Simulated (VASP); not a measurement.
Write the native input for VASP 6.6.1 that does the following.

- Task: single point
- Functional: PBE
- Potentials or basis: VASP PAW PBE potentials, release 64 (Zn, Pb_d)
- Cutoff: 520 eV
- k mesh: 6 × 6 × 6
- Occupations: gaussian, width 0.1 eV
- Spin: no spin polarisation
- Dipole correction: no
- Further INCAR settings: ALGO = Normal; EDIFF = 1e-07; NBANDS = 27

The structure of ZnPb2 lies in POSCAR:

```
ZnPb2
1.0
    5.4441878687      0.0000000001      0.0000000000
   -2.7220939344      4.7148049973      0.0000000000
    0.0000000000      0.0000000000      3.3102133811
Zn Pb
1 2
Direct
    0.0000000000      0.0000000000      0.0000000000
    0.3333333333      0.6666666667      0.5000000000
    0.6666666667      0.3333333333      0.5000000000
```

The input as run:

INCAR

```
  PREC = Accurate
  ENCUT = 520
  EDIFF = 1E-7
  ISMEAR = 0
  SIGMA = 0.1
  LREAL = False
  LASPH = True
  NELM = 60
  ALGO = Normal
  ISIF = 2
  LWAVE = False
  LCHARG = False
  GGA = PE
  NBANDS = 27
```

KPOINTS

```
Automatic mesh
0
Gamma
  6 6 6
```

Potentials or basis: VASP PAW PBE potentials, release 64 (Zn, Pb_d).

Command:

```console
$ cat potpaw_PBE.64/Zn/POTCAR potpaw_PBE.64/Pb_d/POTCAR > POTCAR
$ mpirun -np 1 vasp_std > vasp.out
```

Results of the run:

```
Pressure               : 0.2 GPa
Band gap on the k mesh : zero (band 20 reaches 7.46 eV, above the bottom of band 21 at 3.65 eV)
```

Caveat: spin-orbit coupling is left out, which moves the levels of the heavy elements.

It took 92 s on 1 thread of AMD EPYC 7R13, with other jobs on the host, peak memory 0.2 GiB.
